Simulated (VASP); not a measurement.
# SiB2 (Cmmm) in VASP: a series of runs

The runs below take SiB2 through single point, relaxation of cell and atoms, with PBE.

All numbers are computed with VASP 6.6.1; they aren't measurements. Logs are shortened: lines on timing, memory, paths and dates and some standing lists are left out, and cuts for length are marked.

## Step 1: The cell of the first run

Symmetry: Cmmm, No. 65, orthorhombic system. The conventional cell has a = 4.172 Å, b = 8.897 Å, c = 2.965 Å, α = 90.00°, β = 90.00°, γ = 90.00°. Within 2.6 Å of Si (site symmetry 2/m) lie 4 B at 1.94 Å and 2 Si at 2.09 Å. B (site symmetry m) has 2 B at 1.77 to 1.95 Å and 2 Si at 1.94 Å within 2.3 Å.

The cell was generated, and may not be a known phase.

## Step 2: Single point, PBE

File INCAR:

```
SYSTEM = SiB2
ALGO = Normal
EDIFF = 1E-6
ENCUT = 520
GGA = PE
ISIF = 2
ISMEAR = 0
LASPH = .TRUE.
LCHARG = .FALSE.
LREAL = .FALSE.
LWAVE = .FALSE.
NBANDS = 19
NELM = 60
PREC = Accurate
SIGMA = 0.1
```

File KPOINTS:

```
k-points
0
G
  4 4 6
  0 0 0
```

File POSCAR:

```
SiB2
1.0
    2.0857581500     -4.4484894900      0.0000000000
    2.0857581500      4.4484894900      0.0000000000
    0.0000000000      0.0000000000      2.9645398800
Si B
2 4
Direct
    0.0000000000      0.5000000000      0.0000000000
    0.5000000000      0.0000000000      0.0000000000
    0.1019200500      0.3216338200      0.5000000000
    0.8980799500      0.6783661800      0.5000000000
    0.3216338200      0.1019200500      0.5000000000
    0.6783661800      0.8980799500      0.5000000000
```

Potentials or basis: VASP PAW PBE potentials, release 64 (Si, B).

Command:

```console
$ cat potpaw_PBE.64/Si/POTCAR potpaw_PBE.64/B/POTCAR > POTCAR
$ mpirun -np 1 vasp_std > vasp.out
```

OUTCAR:

```text
SYSTEM = SiB2
   EDIFF = 1E-6
   ENCUT = 520
   GGA = PE
   ISIF = 2
   ISMEAR = 0
   LASPH = .TRUE.
   LREAL = .FALSE.
   NELM = 60
   PREC = Accurate

 ion  position               nearest neighbor table
   1  0.000  0.500  0.000-   3 1.94   4 1.94   3 1.94   4 1.94   2 2.09   2 2.09
   2  0.500  0.000  0.000-   5 1.94   6 1.94   5 1.94   6 1.94   1 2.09   1 2.09
   3  0.102  0.322  0.500-   6 1.77   1 1.94   1 1.94   5 1.95
   4  0.898  0.678  0.500-   5 1.77   1 1.94   1 1.94   6 1.95
   5  0.322  0.102  0.500-   4 1.77   2 1.94   2 1.94   3 1.95
   6  0.678  0.898  0.500-   3 1.77   2 1.94   2 1.94   4 1.95

  LATTYP: Found a base centered orthorhombic cell.
 ALAT       =     4.1715163000
 B/A-ratio  =     2.1327925723
 C/A-ratio  =     0.7106624227

  Lattice vectors:

 A1 = (   2.0857581500,  -4.4484894900,   0.0000000000)
 A2 = (   2.0857581500,   4.4484894900,   0.0000000000)
 A3 = (   0.0000000000,   0.0000000000,   2.9645398800)

Analysis of symmetry for initial positions (statically):
=====================================================================
 Subroutine PRICEL returns:
 Original cell was already a primitive cell.

 Routine SETGRP: Setting up the symmetry group for a
 base centered orthorhombic supercell.

 Subroutine GETGRP returns: Found  8 space group operations
 (whereof  8 operations were pure point group operations)
 out of a pool of  8 trial point group operations.

The static configuration has the point symmetry D_2h.

Analysis of symmetry for dynamics (positions and initial velocities):
=====================================================================
 Subroutine PRICEL returns:
 Original cell was already a primitive cell.

 Routine SETGRP: Setting up the symmetry group for a
 base centered orthorhombic supercell.

 Subroutine GETGRP returns: Found  8 space group operations
 (whereof  8 operations were pure point group operations)
 out of a pool of  8 trial point group operations.

The dynamic configuration has the point symmetry D_2h.

 Subroutine INISYM returns: Found  8 space group operations
 (whereof  8 operations are pure point group operations),
 and found     1 'primitive' translations

----------------------------------------------------------------------------------------

                                     Primitive cell

  volume of cell :      55.0128

  direct lattice vectors                    reciprocal lattice vectors
[... 94 lines left out ...]
   NELM   =     60;   NELMIN=  2; NELMDL= -5     # of ELM steps
   EDIFF  = 0.1E-05   stopping-criterion for ELM
   LREAL  =      F    real-space projection
   EDIFFG = 0.1E-04   stopping-criterion for IOM
   NSW    =      0    number of steps for IOM
   IBRION =     -1    ionic relax: 0-MD 1-quasi-New 2-CG
   NFREE  =      0    steps in history (QN), initial steepest desc. (CG)
   ISIF   =      2    stress and relaxation
   ISYM   =      2    0-nonsym 1-usesym 2-fastsym
   POTIM  = 0.5000    time-step for ionic-motion
   TEBEG  =    0.0;   TEEND  =   0.0 temperature during run
   PSTRESS=    0.0 pullay stress
   NELECT =      20.0000    total number of electrons
   NUPDOWN=      -1.0000    fix difference up-down
   EMIN   =  10.00;   EMAX   =-10.00  energy-range for DOS
   EFERMI =   0.00;   METHOD = LEGACY
   ISMEAR =     0;   SIGMA  =   0.10  broadening in eV -4-tet -1-fermi 0-gaus
   EFERMI_NEDOS =   21; number of points for ismear=-14 and -15
   IALGO  =     38    algorithm
   IMIX   =      4    mixing-type and parameters
     AMIX     =   0.40;   BMIX     =  1.00
     AMIX_MAG =   1.60;   BMIX_MAG =  1.00
  volume/ion in A,a.u.               =       9.17        61.87
  Fermi-wavevector in a.u.,A,eV,Ry     =   1.168414  2.207983 18.574567  1.365192
  Thomas-Fermi vector in A             =   2.304901
   LORBIT       =      0    0 simple, 1 ext, 2 COOP (PROOUT), +10 PAW based schemes
   GGA     = PE    functional components
   LHFCALC =     F    Hartree Fock is set to
   AEXX    =    0.0000 exact exchange contribution
   IVDW    =     0    specifies the selected vdW correction
   LEPSILON=     F    determine dielectric tensor
   LRPA    =     F    only Hartree local field effects (RPA)
 non-spin polarized calculation
 Gauss-broadening in eV      SIGMA  =   0.10
  energy-cutoff  :      520.00
  volume of cell :       55.01
 maximum number of plane-waves:      1497
 NGX is ok and might be reduce to    40
   NGX = 19   NGY = 19   NGZ = 11

 number of electron      20.0000000 magnetization

 Free energy of the ion-electron system (eV)
  ---------------------------------------------------
  ext. energy  EPLUGINS =         0.00000000
  ---------------------------------------------------
  free energy    TOTEN  =       -28.51967006 eV

  energy without entropy =      -28.50756400  energy(sigma->0) =      -28.51361703

 E-fermi :   8.3022     XC(G=0): -11.5362

 val. band max:        8.2697371226   @ k =   0.2500   0.0000   0.3333
 cond. band min:       8.3462376137   @ k =   0.2500   0.0000   0.1667
 fundamental gap:      0.0765004910
 Fermi energy:         8.3021699472

 k-point     1 :       0.0000    0.0000    0.0000
  band No.  band energies     occupation
      1      -7.7269      2.00000
      2      -1.2356      2.00000
      3       0.1030      2.00000
      4       0.3456      2.00000
      5       0.9975      2.00000
      6       3.5331      2.00000
[... 505 lines left out ...]
      6       2.2529      2.00000
[... 11 lines left out ...]
     18      16.1828      0.00000
     19      16.4680      0.00000

 [... further k-points ...]
[... 5 lines left out ...]
  --------------------------------------------------------------------------------------
  -------------------------------------------------------------------------------------
  Total       23.2050327      3.8032926     17.3112583     -0.0000000      0.0000000      0.0000000
  in kB      675.8167568    110.7660097    504.1681519     -0.0000000      0.0000000      0.0000000
  external PRESSURE =     430.2503061 kB  Pullay stress =       0.0000000 kB

 VOLUME and BASIS-vectors are now :
 -----------------------------------------------------------------------------
  energy-cutoff  :      520.00
  volume of cell :       55.01
      direct lattice vectors                 reciprocal lattice vectors
     2.085758150 -4.448489490  0.000000000     0.239720986 -0.112397703  0.000000000
     2.085758150  4.448489490  0.000000000     0.239720986  0.112397703  0.000000000
     0.000000000  0.000000000  2.964539880     0.000000000  0.000000000  0.337320475

 POSITION                                       TOTAL-FORCE (eV/Angst)
 -----------------------------------------------------------------------------------
      1.04288      2.22424      0.00000        -0.000000     -0.000000      0.000000
      1.04288     -2.22424      0.00000        -0.000000     -0.000000      0.000000
      0.88343      0.97739      1.48227         0.160763     -3.916593      0.000000
      3.28809     -0.97739      1.48227        -0.160763      3.916593      0.000000
      0.88343     -0.97739      1.48227         0.160763      3.916593     -0.000000
      3.28809      0.97739      1.48227        -0.160763     -3.916593      0.000000
 -----------------------------------------------------------------------------------
    total drift:                                0.000000     -0.000000      0.000000

  FREE ENERGIE OF THE ION-ELECTRON SYSTEM (eV)
  ---------------------------------------------------
  free  energy   TOTEN  =       -28.5196700587 eV

  energy  without entropy=      -28.5075639979  energy(sigma->0) =      -28.51361703
```

OSZICAR:

```text
N       E                     dE             d eps       ncg     rms          rms(c)
DAV:   1     0.381714383581E+02    0.38171E+02   -0.90330E+03  1064   0.946E+02
DAV:   2    -0.271225621875E+02   -0.65294E+02   -0.62471E+02  1425   0.167E+02
DAV:   3    -0.293933047653E+02   -0.22707E+01   -0.22390E+01  1349   0.265E+01
DAV:   4    -0.294095055790E+02   -0.16201E-01   -0.16188E-01  1404   0.253E+00
DAV:   5    -0.294096500495E+02   -0.14447E-03   -0.14446E-03  1351   0.236E-01    0.993E+00
DAV:   6    -0.286916408602E+02    0.71801E+00   -0.68751E-01  1222   0.434E+00    0.576E+00
DAV:   7    -0.285209151808E+02    0.17073E+00   -0.56095E-01  1297   0.389E+00    0.107E+00
DAV:   8    -0.285192386127E+02    0.16766E-02   -0.54421E-02  1183   0.134E+00    0.209E-01
DAV:   9    -0.285195105050E+02   -0.27189E-03   -0.14363E-03  1345   0.222E-01    0.147E-01
DAV:  10    -0.285196582498E+02   -0.14774E-03   -0.18305E-04  1222   0.831E-02    0.467E-02
DAV:  11    -0.285196701682E+02   -0.11918E-04   -0.57944E-05  1315   0.423E-02    0.755E-03
DAV:  12    -0.285196700587E+02    0.10956E-06   -0.39477E-06  1290   0.122E-02
   1 F= -.28519670E+02 E0= -.28513617E+02  d E =-.121061E-01
```

It took 12 s on 1 thread of Intel Xeon 6975P-C (Granite Rapids), shared host; peak memory 0.18 GiB.

What came out:

| Quantity | Value |
| --- | --- |
| Free energy | -28.5197 eV |
| Pressure | 43.0 GPa |
| Largest force | 3.920 eV/Å |
| Band gap on the k mesh | zero (bands 10 and 11 overlap by 3.10 eV) |

Forces in eV/Å, atoms in the order of the input:
```
Si   0.000  0.000  0.000
Si   0.000  0.000  0.000
B    0.161 -3.917  0.000
B   -0.161  3.917  0.000
B    0.161  3.917  0.000
B   -0.161 -3.917  0.000
```

Caveat: the k points lie up to 0.42 Å⁻¹ apart, too coarse for converged energies and pressures of a metal; forces of over 1 eV/Å act on the atoms, so gaps and moduli don't describe the material at rest.

## Step 3: Single point, PBE

This run uses another cell than the first one, of 11.95 Å³/atom.

File INCAR:

```
SYSTEM = SiB2
PREC = Accurate
ENCUT = 520
EDIFF = 1E-7
ISMEAR = 0
SIGMA = 0.1
LREAL = .FALSE.
LASPH = .TRUE.
NELM = 80
ALGO = Normal
ISIF = 2
LWAVE = .FALSE.
LCHARG = .TRUE.
GGA = PE
LELF = .TRUE.
LVHAR = .TRUE.
NBANDS = 19
```

File KPOINTS:

```
regular mesh
0
G
  4 4 6
  0 0 0
```

File POSCAR:

```
SiB2
1.0
    2.6751994931     -4.4553016780      0.0000000000
    2.6751994931      4.4553016780      0.0000000000
    0.0000000000      0.0000000000      3.0083808653
Si B
2 4
Direct
    0.0000000000      0.5000000000      0.0000000000
    0.5000000000      0.0000000000      0.0000000000
    0.0745796961      0.2597788193      0.5000000000
    0.9254203039      0.7402211807      0.5000000000
    0.2597788193      0.0745796961      0.5000000000
    0.7402211807      0.9254203039      0.5000000000
```

Potentials or basis: VASP PAW PBE potentials, release 64 (Si, B).

Command:

```console
$ cat potpaw_PBE.64/Si/POTCAR potpaw_PBE.64/B/POTCAR > POTCAR
$ mpirun -np 1 vasp_std > vasp.out
```

OUTCAR:

```text
SYSTEM = SiB2
   PREC = Accurate
   ENCUT = 520
   EDIFF = 1E-7
   ISMEAR = 0
   LREAL = .FALSE.
   LASPH = .TRUE.
   NELM = 80
   ISIF = 2
   GGA = PE

 ion  position               nearest neighbor table
   1  0.000  0.500  0.000-   3 2.10   4 2.10   3 2.10   4 2.10   2 2.68   2 2.68
   2  0.500  0.000  0.000-   5 2.10   6 2.10   5 2.10   6 2.10   1 2.68   1 2.68
   3  0.075  0.260  0.500-   5 1.65   6 1.79   1 2.10   1 2.10
   4  0.925  0.740  0.500-   6 1.65   5 1.79   1 2.10   1 2.10
   5  0.260  0.075  0.500-   3 1.65   4 1.79   2 2.10   2 2.10
   6  0.740  0.925  0.500-   4 1.65   3 1.79   2 2.10   2 2.10

  LATTYP: Found a base centered orthorhombic cell.
 ALAT       =     5.3503989862
 B/A-ratio  =     1.6654091366
 C/A-ratio  =     0.5622722479

  Lattice vectors:

 A1 = (   2.6751994931,  -4.4553016780,   0.0000000000)
 A2 = (   2.6751994931,   4.4553016780,   0.0000000000)
 A3 = (   0.0000000000,   0.0000000000,   3.0083808653)

Analysis of symmetry for initial positions (statically):
=====================================================================
 Subroutine PRICEL returns:
 Original cell was already a primitive cell.

 Routine SETGRP: Setting up the symmetry group for a
 base centered orthorhombic supercell.

[... 174 lines left out ...]

 E-fermi :   4.9657     XC(G=0): -10.3102

 val. band max:        4.9515838267   @ k =   0.5000   0.2500   0.1667
 cond. band min:       4.9895536773   @ k =   0.5000   0.2500   0.0000
 fundamental gap:      0.0379698507
 Fermi energy:         4.9657486654

 k-point     1 :       0.0000    0.0000    0.0000
  band No.  band energies     occupation
      1      -8.1140      2.00000
      2      -3.3366      2.00000
      3      -2.9975      2.00000
      4      -2.7696      2.00000
      5      -1.3749      2.00000
      6       1.2165      2.00000
[... 505 lines left out ...]
      6       0.2817      2.00000
[... 11 lines left out ...]
     18      11.9731      0.00000
     19      13.6853      0.00000

 [... further k-points ...]
[... 5 lines left out ...]
  --------------------------------------------------------------------------------------
  -------------------------------------------------------------------------------------
  Total        0.1574754     -0.1357426      0.0142567     -0.0000000      0.0000000      0.0000000
  in kB        3.5182541     -3.0327087      0.3185176     -0.0000000      0.0000000      0.0000000
  external PRESSURE =       0.2680210 kB  Pullay stress =       0.0000000 kB

 VOLUME and BASIS-vectors are now :
 -----------------------------------------------------------------------------
  energy-cutoff  :      520.00
  volume of cell :       71.71
      direct lattice vectors                 reciprocal lattice vectors
     2.675199493 -4.455301678  0.000000000     0.186901949 -0.112225846  0.000000000
     2.675199493  4.455301678  0.000000000     0.186901949  0.112225846  0.000000000
     0.000000000  0.000000000  3.008380865     0.000000000  0.000000000  0.332404720

 POSITION                                       TOTAL-FORCE (eV/Angst)
 -----------------------------------------------------------------------------------
      1.33760      2.22765      0.00000        -0.000000      0.000000      0.000000
      1.33760     -2.22765      0.00000        -0.000000      0.000000      0.000000
      0.89448      0.82512      1.50419         0.005926     -0.012208      0.000000
      4.45592     -0.82512      1.50419        -0.005926      0.012208     -0.000000
      0.89448     -0.82512      1.50419         0.005926      0.012208      0.000000
      4.45592      0.82512      1.50419        -0.005926     -0.012208     -0.000000
 -----------------------------------------------------------------------------------
    total drift:                                0.000000      0.000000      0.000000

  FREE ENERGIE OF THE ION-ELECTRON SYSTEM (eV)
  ---------------------------------------------------
  free  energy   TOTEN  =       -32.6326276144 eV

  energy  without entropy=      -32.6147412353  energy(sigma->0) =      -32.62368442
```

Wall time 16 s (1 thread of Intel Xeon 6975P-C (Granite Rapids), shared host); peak memory 0.19 GiB.

What came out:

```yaml
Free_energy: -32.6326 eV
Pressure: 0.0 GPa
Largest_force: 0.014 eV/Å
Band_gap_on_the_k_mesh: zero (bands 10 and 11 overlap by 4.63 eV)
```

Forces in eV/Å, atoms in the order of the input:
```
Si   0.000  0.000  0.000
Si   0.000  0.000  0.000
B    0.006 -0.012  0.000
B   -0.006  0.012  0.000
B    0.006  0.012  0.000
B   -0.006 -0.012  0.000
```

(Part 1 of 2 ends here.)

The gap in the log of VASP goes by the Fermi energy; the results here count the filled bands.